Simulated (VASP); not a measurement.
Input of a VASP 6.6.1 run:

Contents of INCAR:

```
ALGO = Normal
EDIFF = 1E-6
ENCUT = 520
GGA = PE
ISIF = 2
ISMEAR = -1
LASPH = T
LCHARG = T
LELF = T
LREAL = F
LVHAR = T
LWAVE = F
NBANDS = 11
NELM = 60
PREC = Accurate
SIGMA = 0.03
```

Contents of KPOINTS:

```
k-points
0
Gamma
  13 13 13
```

Contents of POSCAR:

```
Hf
1.0
    0.0000000000      2.1899963220      2.1899963220
    2.1899963220      0.0000000000      2.1899963220
    2.1899963220      2.1899963220      0.0000000000
Hf
1
Direct
    0.0000000000      0.0000000000      0.0000000000
```

Potentials or basis: VASP PAW PBE potentials, release 64 (Hf_pv).

Launch:

```console
$ cat potpaw_PBE.64/Hf_pv/POTCAR > POTCAR
$ mpirun -np 1 vasp_std > vasp.out
```

(1) What does it give for the band gap on the k mesh?

(2) Estimate the pressure.

## Answers

(1) zero (band 5 reaches 6.61 eV, above the bottom of band 6 at 4.60 eV).

(2) 7.9 GPa.

Caveat: spin-orbit coupling is left out, which moves the levels of the heavy elements.
